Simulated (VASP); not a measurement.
Here is a VASP 6.6.1 calculation.

File INCAR:

```
ALGO = Normal
EDIFF = 1E-8
ENCUT = 600
GGA = PS
IBRION = 6
ISIF = 3
ISMEAR = 0
LASPH = T
LCHARG = F
LREAL = F
LWAVE = F
NELM = 60
NFREE = 2
NSW = 1
POTIM = 0.015
PREC = Accurate
SIGMA = 0.01
```

File KPOINTS:

```
k-points
0
Gamma
  10 10 10
```

POSCAR

```
BP
1.0
    0.0000000000      2.2275585372      2.2275585372
    2.2275585372      0.0000000000      2.2275585372
    2.2275585372      2.2275585372      0.0000000000
B P
1 1
Direct
    0.0000000000      0.0000000000      0.0000000000
    0.7500000000      0.7500000000      0.7500000000
```

Potentials or basis: VASP PAW PBE potentials, release 64 (B, P).

Command:

```sh
$ cat potpaw_PBE.64/B/POTCAR potpaw_PBE.64/P/POTCAR > POTCAR
$ mpirun -np 1 vasp_std > vasp.out
```

Estimate the elastic constants C11, C12, C44.

374, 100, 203 GPa.

What does it give for the Voigt bulk modulus?

191 GPa.

What does it give for the highest phonon frequency at Γ, LO-TO splitting left out?

847 cm⁻¹.

Phonon frequencies in cm⁻¹ (negative: imaginary):
```tsv
q point	frequencies
(0.000, 0.000, 0.000)	0 0 0 847 847 847
```

Caveat: the cell is under stress, which shifts elastic constants; the PAW data sets were made with another functional, which shifts forces and pressure a little.
